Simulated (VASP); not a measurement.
Write the native input for VASP 6.6.1 that does the following.

```
Task                   : single point
Functional             : PBE
Potentials or basis    : VASP PAW PBE potentials, release 64 (B, P)
Cutoff                 : 500 eV
k mesh                 : 6 × 6 × 4
Occupations            : gaussian, width 0.1 eV
Spin                   : no spin polarisation
Dipole correction      : no
Further INCAR settings : ALGO = Normal; EDIFF = 1e-06; NBANDS = 15
```

The structure of B3P lies in POSCAR:

```
B3P
1.0
    2.8862160733      0.0000000000      0.0000000000
   -1.4431080367      2.4995364403      0.0000000000
    0.0000000000      0.0000000000      4.7668560225
B P
3 1
Direct
    0.0000000000      0.0000000000      0.5000000000
    0.6666666667      0.3333333333      0.3320543564
    0.6666666667      0.3333333333      0.6679456436
    0.0000000000      0.0000000000      0.0000000000
```

These files were run (other wordings do the same):

INCAR

```
SYSTEM = B3P
ALGO = Normal
EDIFF = 1E-6
ENCUT = 500
GGA = PE
GGA_COMPAT = .FALSE.
ISIF = 2
ISMEAR = 0
LASPH = .TRUE.
LCHARG = .FALSE.
LREAL = .FALSE.
LWAVE = .FALSE.
NBANDS = 15
NELM = 120
PREC = Accurate
SIGMA = 0.1
```

KPOINTS

```
k-points
0
G
  6 6 4
  0 0 0
```

Potentials or basis: VASP PAW PBE potentials, release 64 (B, P).

Run with:

```sh
$ cat potpaw_PBE.64/B/POTCAR potpaw_PBE.64/P/POTCAR > POTCAR
$ mpirun -np 1 vasp_std > vasp.out
```

Results of the run:

```json
{
 "Pressure": "0.0 GPa",
 "Largest force": "0.025 eV/Å",
 "Band gap on the k mesh": "zero (band 7 reaches 12.92 eV, above the bottom of band 8 at 5.90 eV)"
}
```

Caveat: the k points lie up to 0.42 Å⁻¹ apart.

Run time: 8.7 s on 1 thread of Intel Xeon 6975P-C, on a shared host, peak memory 0.14 GiB.
